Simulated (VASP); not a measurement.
# Na6Bi (P-3m1) in VASP: further runs

The runs below take Na6Bi through relaxation of cell and atoms, single point, with PBE.

Everything below comes from runs of VASP 6.6.1. Logs are shortened: lines on timing, memory, paths and dates and some standing lists are left out, and cuts for length are marked.

## 1. The cell of the first run

The structure is trigonal, space group P-3m1 (No. 164). Conventional cell: a = 3.702 Å, b = 3.702 Å, c = 20.602 Å, α = 90.00°, β = 90.00°, γ = 120.00°. Within 4.4 Å of Na (site symmetry 3m) lie 3 Bi at 3.32 Å and 9 Na at 3.70 to 3.82 Å. Within 4.9 Å of Na (site symmetry 3m) lie 12 Na at 3.70 to 3.82 Å. Na (site symmetry 3m) has 12 Na at 3.70 to 3.75 Å within 4.9 Å. Bi (site symmetry -3m) has 6 Na at 3.32 Å and 6 Bi at 3.70 Å within 4.4 Å.

The cell was generated, and may not be a known phase.

## 2. Relaxation of cell and atoms, PBE

Contents of INCAR:

```
ALGO = Normal ; EDIFF = 1E-7
EDIFFG = -0.01 ; ENCUT = 500
GGA = PE ; GGA_COMPAT = False
IBRION = 2 ; ISIF = 3
ISMEAR = 0 ; LASPH = True
LCHARG = False ; LREAL = False
LWAVE = False ; NELM = 120
NELMIN = 4 ; NSW = 100
PREC = Accurate ; SIGMA = 0.1
```

Contents of KPOINTS:

```
k-points
0
Gamma
  12 12 2
```

Contents of POSCAR:

```
Na6Bi
1.0
    3.7024669870      0.0000000000      0.0000000000
   -1.8512334935      3.2064304675      0.0000000000
    0.0000000000      0.0000000000     20.6023488594
Na Bi
6 1
Direct
    0.3333333333      0.6666666667      0.6230682371
    0.6666666667      0.3333333333      0.7767479799
    0.3333333333      0.6666666667      0.9260806957
    0.6666666667      0.3333333333      0.0739193043
    0.3333333333      0.6666666667      0.2232520201
    0.6666666667      0.3333333333      0.3769317629
    0.0000000000      0.0000000000      0.5000000000
```

Potentials or basis: VASP PAW PBE potentials, release 64 (Na_pv, Bi_d).

The run is started by

```console
cat potpaw_PBE.64/Na_pv/POTCAR potpaw_PBE.64/Bi_d/POTCAR > POTCAR
mpirun -np 1 vasp_std > vasp.out
```

OUTCAR:

```text
EDIFF = 1E-7
   EDIFFG = -0.01
   ENCUT = 500
   GGA = PE
   IBRION = 2
   ISIF = 3
   ISMEAR = 0
   LASPH = True
   LREAL = False
   NELM = 120
   NELMIN = 4
   NSW = 100
   PREC = Accurate

 ion  position               nearest neighbor table
   1  0.333  0.667  0.623-   7 3.32   7 3.32   7 3.32
   2  0.667  0.333  0.777-
   3  0.333  0.667  0.926-
   4  0.667  0.333  0.074-
   5  0.333  0.667  0.223-
   6  0.667  0.333  0.377-   7 3.32   7 3.32   7 3.32
   7  0.000  0.000  0.500-   1 3.32   6 3.32   6 3.32   1 3.32   6 3.32   1 3.32

  LATTYP: Found a hexagonal cell.
 ALAT       =     3.7024669870
 C/A-ratio  =     5.5644922512

  Lattice vectors:

 A1 = (   3.7024669870,   0.0000000000,   0.0000000000)
 A2 = (  -1.8512334935,   3.2064304675,   0.0000000000)
 A3 = (   0.0000000000,   0.0000000000,  20.6023488594)

Analysis of symmetry for initial positions (statically):
=====================================================================
 Subroutine PRICEL returns:
 Original cell was already a primitive cell.

 Routine SETGRP: Setting up the symmetry group for a
 hexagonal supercell.

 Subroutine GETGRP returns: Found 12 space group operations
 (whereof 12 operations were pure point group operations)
 out of a pool of 24 trial point group operations.

The static configuration has the point symmetry D_3d.

Analysis of symmetry for dynamics (positions and initial velocities):
=====================================================================
 Subroutine PRICEL returns:
 Original cell was already a primitive cell.

 Routine SETGRP: Setting up the symmetry group for a
 hexagonal supercell.

 Subroutine GETGRP returns: Found 12 space group operations
 (whereof 12 operations were pure point group operations)
 out of a pool of 24 trial point group operations.

The dynamic configuration has the point symmetry D_3d.

 Subroutine INISYM returns: Found 12 space group operations
 (whereof 12 operations are pure point group operations),
 and found     1 'primitive' translations

----------------------------------------------------------------------------------------

                                     Primitive cell

  volume of cell :     244.5850

  direct lattice vectors                    reciprocal lattice vectors
     3.702466987  0.000000000  0.000000000     0.270090187  0.155936642  0.000000000
    -1.851233494  3.206430468  0.000000000     0.000000000  0.311873284  0.000000000
     0.000000000  0.000000000 20.602348859     0.000000000  0.000000000  0.048538155

  length of vectors
     3.702466987  3.702466987 20.602348859     0.311873284  0.311873284  0.048538155

  position of ions in fractional coordinates (direct lattice)
     0.333333333  0.666666667  0.623068237
     0.666666667  0.333333333  0.776747980
     0.333333333  0.666666667  0.926080696
     0.666666667  0.333333333  0.073919304
     0.333333333  0.666666667  0.223252020
     0.666666667  0.333333333  0.376931763
     0.000000000  0.000000000  0.500000000

  ion indices of the primitive-cell ions
   primitive index   ion index
                 1           1
                 2           2
                 3           3
                 4           4
                 5           5
                 6           6
                 7           7

----------------------------------------------------------------------------------------

 KPOINTS: k-points

Automatic generation of k-mesh.
 Grid dimensions read from file:
 generate k-points for:   12   12    2

 Generating k-lattice:

  Cartesian coordinates                     Fractional coordinates (reciprocal lattice)
     0.022507516  0.012994720  0.000000000     0.083333333  0.000000000  0.000000000
     0.000000000  0.025989440  0.000000000     0.000000000  0.083333333  0.000000000
     0.000000000  0.000000000  0.024269077     0.000000000  0.000000000  0.500000000

  Length of vectors
     0.025989440  0.025989440  0.024269077

  Shift w.r.t. Gamma in fractional coordinates (k-lattice)
     0.000000000  0.000000000  0.000000000

 Subroutine IBZKPT returns following result:
 ===========================================

 Found     38 irreducible k-points:

 Following reciprocal coordinates:
            Coordinates               Weight
  0.000000  0.000000  0.000000      1.000000
  0.083333  0.000000  0.000000      6.000000
  0.166667  0.000000  0.000000      6.000000
  0.250000  0.000000  0.000000      6.000000
  0.333333 -0.000000  0.000000      6.000000
  0.416667  0.000000  0.000000      6.000000
[... 16 lines left out ...]
  0.250000  0.000000  0.500000      6.000000
  0.333333 -0.000000  0.500000      6.000000
 [... further k-points ...]
   k-points           NKPTS =     38   k-points in BZ     NKDIM =     38   number of bands    NBANDS=     34
   number of dos      NEDOS =    301   number of ions     NIONS =      7
   total plane-waves  NPLWV = 117600
   dimension x,y,z NGX =    28 NGY =   28 NGZ =  150
   dimension x,y,z NGXF=    56 NGYF=   56 NGZF=  300
   ions per type =               6   1
   NGX,Y,Z   is equivalent  to a cutoff of  12.57, 12.57, 12.10 a.u.
   NGXF,Y,Z  is equivalent  to a cutoff of  25.14, 25.14, 24.21 a.u.
 SYSTEM =  unknown system
   PREC   = accura    normal or accurate (medium, high low for compatibility)
   ISTART =      0    job   : 0-new  1-cont  2-samecut
   ICHARG =      2    charge: 1-file 2-atom 10-const
   ISPIN  =      1    spin polarized calculation?
   LNONCOLLINEAR =      F non collinear calculations
   LSORBIT =      F    spin-orbit coupling
   LASPH  =      T    aspherical Exc in radial PAW
   ENCUT  =  500.0 eV  36.75 Ry    6.06 a.u.   6.75  6.75 37.56*2*pi/ulx,y,z
   NELM   =    120;   NELMIN=  4; NELMDL= -5     # of ELM steps
   EDIFF  = 0.1E-06   stopping-criterion for ELM
   LREAL  =      F    real-space projection
   EDIFFG = -.1E-01   stopping-criterion for IOM
   NSW    =    100    number of steps for IOM
   IBRION =      2    ionic relax: 0-MD 1-quasi-New 2-CG
   NFREE  =      1    steps in history (QN), initial steepest desc. (CG)
   ISIF   =      3    stress and relaxation
   ISYM   =      2    0-nonsym 1-usesym 2-fastsym
   POTIM  = 0.5000    time-step for ionic-motion
   TEBEG  =    0.0;   TEEND  =   0.0 temperature during run
   PSTRESS=    0.0 pullay stress
   NELECT =      57.0000    total number of electrons
   NUPDOWN=      -1.0000    fix difference up-down
   EMIN   =  10.00;   EMAX   =-10.00  energy-range for DOS
   EFERMI =   0.00;   METHOD = LEGACY
   ISMEAR =     0;   SIGMA  =   0.10  broadening in eV -4-tet -1-fermi 0-gaus
   EFERMI_NEDOS =   21; number of points for ismear=-14 and -15
   IALGO  =     38    algorithm
   IMIX   =      4    mixing-type and parameters
     AMIX     =   0.40;   BMIX     =  1.00
     AMIX_MAG =   1.60;   BMIX_MAG =  1.00
  volume/ion in A,a.u.               =      34.94       235.79
  Fermi-wavevector in a.u.,A,eV,Ry     =   1.007449  1.903803 13.809289  1.014954
  Thomas-Fermi vector in A             =   2.140255
   LORBIT       =      0    0 simple, 1 ext, 2 COOP (PROOUT), +10 PAW based schemes
   GGA     = PE    functional components
   LHFCALC =     F    Hartree Fock is set to
   AEXX    =    0.0000 exact exchange contribution
   IVDW    =     0    specifies the selected vdW correction
   LEPSILON=     F    determine dielectric tensor
   LRPA    =     F    only Hartree local field effects (RPA)
 conjugate gradient relaxation of ions
 non-spin polarized calculation
 Gauss-broadening in eV      SIGMA  =   0.10
  energy-cutoff  :      500.00
  volume of cell :      244.58
 maximum number of plane-waves:      6243
 NGX is ok and might be reduce to    28
   NGX = 13   NGY = 13   NGZ = 75

 number of electron      56.9999972 magnetization

 Free energy of the ion-electron system (eV)
  ---------------------------------------------------
  ext. energy  EPLUGINS =         0.00000000
  ---------------------------------------------------
  free energy    TOTEN  =       -12.21388800 eV

  energy without entropy =      -12.19804013  energy(sigma->0) =      -12.20596407

 E-fermi :   1.2719     XC(G=0):  -7.0618

 val. band max:        1.2672235911   @ k =   0.1667   0.0833   0.5000
 cond. band min:       1.2766419554   @ k =   0.4167   0.0833   0.5000
 fundamental gap:      0.0094183642
 Fermi energy:         1.2718709879

 k-point     1 :       0.0000    0.0000    0.0000
  band No.  band energies     occupation
      1     -23.6381      2.00000
      2     -23.6372      2.00000
      3     -23.6187      2.00000
      4     -23.6187      2.00000
      5     -23.6187      2.00000
      6     -23.6187      2.00000
[... 26 lines left out ...]
     33       4.9012      0.00000
     34       4.9012      0.00000

 k-point     2 :       0.0833    0.0000    0.0000
  band No.  band energies     occupation
      1     -23.6377      2.00000
      2     -23.6369      2.00000
      3     -23.6208      2.00000
      4     -23.6207      2.00000
      5     -23.6192      2.00000
      6     -23.6192      2.00000
[... 26 lines left out ...]
     33       3.9971      0.00000
     34       4.6963      0.00000

 k-point     3 :       0.1667    0.0000    0.0000
  band No.  band energies     occupation
      1     -23.6365      2.00000
      2     -23.6360      2.00000
      3     -23.6264      2.00000
      4     -23.6263      2.00000
      5     -23.6205      2.00000
      6     -23.6205      2.00000
[... 26 lines left out ...]
     33       3.5030      0.00000
     34       4.2142      0.00000

 k-point     4 :       0.2500    0.0000    0.0000
  band No.  band energies     occupation
      1     -23.6352      2.00000
      2     -23.6350      2.00000
      3     -23.6337      2.00000
      4     -23.6337      2.00000
      5     -23.6223      2.00000
      6     -23.6223      2.00000
[... 26 lines left out ...]
     33       3.6737      0.00000
     34       3.9297      0.00000

 k-point     5 :       0.3333   -0.0000    0.0000
  band No.  band energies     occupation
      1     -23.6414      2.00000
      2     -23.6413      2.00000
      3     -23.6337      2.00000
      4     -23.6336      2.00000
      5     -23.6241      2.00000
      6     -23.6241      2.00000
[... 621 lines left out ...]
 k-point    22 :       0.1667    0.0000    0.5000
  band No.  band energies     occupation
      1     -23.6365      2.00000
      2     -23.6360      2.00000
      3     -23.6264      2.00000
      4     -23.6263      2.00000
      5     -23.6205      2.00000
      6     -23.6205      2.00000
[... 26 lines left out ...]
     33       4.2142      0.00000
     34       4.5505      0.00000

 k-point    23 :       0.2500    0.0000    0.5000
  band No.  band energies     occupation
      1     -23.6352      2.00000
      2     -23.6350      2.00000
      3     -23.6337      2.00000
      4     -23.6337      2.00000
      5     -23.6223      2.00000
      6     -23.6223      2.00000
[... 26 lines left out ...]
     33       3.6737      0.00000
     34       4.9120      0.00000

 k-point    24 :       0.3333   -0.0000    0.5000
  band No.  band energies     occupation
      1     -23.6414      2.00000
      2     -23.6413      2.00000
      3     -23.6337      2.00000
      4     -23.6336      2.00000
      5     -23.6241      2.00000
      6     -23.6241      2.00000
[... 26 lines left out ...]
     33       3.4978      0.00000
     34       4.6174      0.00000

 [... further k-points ...]
[... 5 lines left out ...]
  --------------------------------------------------------------------------------------
  -------------------------------------------------------------------------------------
  Total       -0.0352958     -0.0352958     -0.0158154      0.0000000      0.0000000      0.0000000
  in kB       -0.2312085     -0.2312085     -0.1036000      0.0000000      0.0000000      0.0000000
  external PRESSURE =      -0.1886723 kB  Pullay stress =       0.0000000 kB

 VOLUME and BASIS-vectors are now :
 -----------------------------------------------------------------------------
  energy-cutoff  :      500.00
  volume of cell :      244.58
      direct lattice vectors                 reciprocal lattice vectors
     3.702466987  0.000000000  0.000000000     0.270090187  0.155936642  0.000000000
    -1.851233494  3.206430468  0.000000000     0.000000000  0.311873284  0.000000000
     0.000000000  0.000000000 20.602348859     0.000000000  0.000000000  0.048538155

 POSITION                                       TOTAL-FORCE (eV/Angst)
 -----------------------------------------------------------------------------------
     -0.00000      2.13762     12.83667         0.000000      0.000000      0.001071
      1.85123      1.06881     16.00283        -0.000000      0.000000     -0.001912
     -0.00000      2.13762     19.07944        -0.000000      0.000000      0.002471
      1.85123      1.06881      1.52291         0.000000      0.000000     -0.002471
     -0.00000      2.13762      4.59952         0.000000      0.000000      0.001912
      1.85123      1.06881      7.76568        -0.000000      0.000000     -0.001071
      0.00000      0.00000     10.30117        -0.000000      0.000000     -0.000000
 -----------------------------------------------------------------------------------
    total drift:                                0.000000      0.000000     -0.000000

  FREE ENERGIE OF THE ION-ELECTRON SYSTEM (eV)
  ---------------------------------------------------
  free  energy   TOTEN  =       -12.2138880022 eV

  energy  without entropy=      -12.1980401305  energy(sigma->0) =      -12.20596407

 reached required accuracy - stopping structural energy minimisation
```

Run time: 2.4 min. Hardware: 1 thread of Intel Xeon 6975P-C (Granite Rapids), shared host; peak memory 0.48 GiB.

Results:

* Free energy: -12.2139 eV
* Pressure after relaxing: 0.0 GPa
* Band gap on the k mesh: zero (an odd number of electrons rules out a gap without spin polarisation)

Forces in eV/Å, atoms in the order of the input:
```
Na   0.000  0.000  0.001
Na   0.000  0.000 -0.002
Na   0.000  0.000  0.002
Na   0.000  0.000 -0.002
Na   0.000  0.000  0.002
Na   0.000  0.000 -0.001
Bi   0.000  0.000  0.000
```

Final structure:
```cif
data_structure
_symmetry_space_group_name_H-M 'P 1'
_symmetry_Int_Tables_number 1
_cell_length_a 3.7025
_cell_length_b 3.7025
_cell_length_c 20.6023
_cell_angle_alpha 90.000
_cell_angle_beta 90.000
_cell_angle_gamma 120.000
_cell_volume 244.58
loop_
_atom_site_label
_atom_site_type_symbol
_atom_site_fract_x
_atom_site_fract_y
_atom_site_fract_z
_atom_site_occupancy
Na1 Na 0.33333 0.66667 0.62307 1
Na2 Na 0.66667 0.33333 0.77675 1
Na3 Na 0.33333 0.66667 0.92608 1
Na4 Na 0.66667 0.33333 0.07392 1
Na5 Na 0.33333 0.66667 0.22325 1
Na6 Na 0.66667 0.33333 0.37693 1
Bi1 Bi 0.00000 0.00000 0.50000 1
```

Caveat: the relaxation stopped at its first step, so nothing moved; spin-orbit coupling is left out, which moves the levels of the heavy elements.

## 3. Single point, PBE

This run uses another cell than the first one, of 37.42 Å³/atom.

Contents of INCAR:

```
SYSTEM = Na6Bi
PREC = Accurate ; ENCUT = 520
EDIFF = 1E-6 ; ISMEAR = 0
SIGMA = 0.1 ; LREAL = .False.
LASPH = .True. ; NELM = 60
ALGO = Normal ; ISIF = 2
LWAVE = .False. ; LCHARG = .False.
GGA = PE ; NBANDS = 38
```

Contents of KPOINTS:

```
Automatic mesh
0
Gamma
  6 6 1
  0 0 0
```

Contents of POSCAR:

```
Na6Bi
1.0
    3.8403028600      0.0000000000      0.0000000000
   -1.9201514300      3.3257998400      0.0000000000
    0.0000000000      0.0000000000     20.5097359000
Na Bi
6 1
Direct
    0.3333333300      0.6666666700      0.6338573300
    0.6666666700      0.3333333300      0.7803144000
    0.3333333300      0.6666666700      0.9267714700
    0.6666666700      0.3333333300      0.0732285300
    0.3333333300      0.6666666700      0.2196856000
    0.6666666700      0.3333333300      0.3661426700
    0.0000000000      0.0000000000      0.5000000000
```

Potentials or basis: VASP PAW PBE potentials, release 64 (Na_pv, Bi_d).

The run is started by

```console
cat potpaw_PBE.64/Na_pv/POTCAR potpaw_PBE.64/Bi_d/POTCAR > POTCAR
mpirun -np 1 vasp_std > vasp.out
```

It took 69 s on 1 thread of Intel Xeon 6975P-C (Granite Rapids), shared host; peak memory 0.37 GiB.

Results (log left out):

```
Free energy            : -11.9626 eV
Pressure               : -1.0 GPa
Largest force          : 0.354 eV/Å
Band gap on the k mesh : zero (an odd number of electrons rules out a gap without spin polarisation)
```

Forces in eV/Å, atoms in the order of the input:
```
Na   0.000  0.000 -0.354
Na   0.000  0.000  0.054
Na   0.000  0.000  0.014
Na   0.000  0.000 -0.014
Na   0.000  0.000 -0.054
Na   0.000  0.000  0.354
Bi   0.000  0.000  0.000
```

Stress tensor (GPa, compression positive):
```
-1.19  0.00  0.00
 0.00 -1.19  0.00
 0.00  0.00 -0.57
```

Levels at points of the mesh, in eV from the Fermi level:
```csv
k point,band 27,band 28,band 29,band 30,band 31,band 32
"(0.00, 0.00, 0.00)",-2.43,-2.21,-0.86,-0.45,1.75,1.87
"(0.50, 0.00, 0.00)",0.24,0.33,0.58,0.67,1.05,1.28
```

Caveat: spin-orbit coupling is left out, which moves the levels of the heavy elements.

The gap in the log of VASP goes by the Fermi energy; the results here count the filled bands.